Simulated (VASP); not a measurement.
AlN: single point with PBE

AlN:

```
CELL_PARAMETERS angstrom
2.22557 2.22557 0.00000
-2.22557 2.22557 0.00000
0.00000 0.00000 4.27108
ATOMIC_POSITIONS crystal
Al 0.00000 0.00000 0.00000
Al 0.50000 0.50000 0.50000
N 0.50000 0.00000 0.25000
N 0.00000 0.50000 0.75000
```

This cell differs from its parent crystal: uniaxial strain along c: -3.0 %, then relaxed in part.

```
Program             : VASP 6.6.1
Task                : single point
Functional          : PBE
Potentials or basis : VASP PAW PBE potentials, release 64 (Al, N)
Cutoff              : 520 eV
k mesh              : 8 × 8 × 6
Occupations         : gaussian, width 0.02 eV
Spin                : no spin polarisation
```

```
Pressure               : 1.3 GPa
Band gap on the k mesh : 3.09 eV
```

Stress tensor (GPa, compression positive):
```
-0.27  0.00  0.00
 0.00 -0.27  0.00
 0.00  0.00  4.52
```

Levels at points of the mesh, in eV from the valence-band top:
```tsv
k point	band 5	band 6	band 7	band 8	band 9	band 10	band 11	band 12
(0.00, 0.00, 0.00)	-2.09	-0.16	-0.16	0.00	3.09	3.95	7.99	12.27
(0.50, 0.00, 0.00)	-2.39	-2.39	-0.81	-0.81	7.50	7.50	8.77	8.77
(0.50, 0.50, 0.00)	-1.75	-1.75	-1.75	-1.75	3.27	3.27	8.62	8.62
(0.00, 0.00, 0.50)	-1.22	-1.22	-1.22	-1.22	5.91	5.91	9.72	9.72
(0.50, 0.00, 0.50)	-0.75	-0.75	-0.43	-0.43	7.07	7.07	9.66	9.66
(0.50, 0.50, 0.50)	-3.52	-3.52	-2.79	-2.79	6.19	6.19	11.24	11.24
```

It took 40 s on 1 thread of Intel Xeon 6975P-C, with other jobs on the host, peak memory 0.16 GiB.

Caveat: the cell differs from its parent crystal (uniaxial strain along c: -3.0 %, then relaxed in part). A k mesh can miss the band edges.
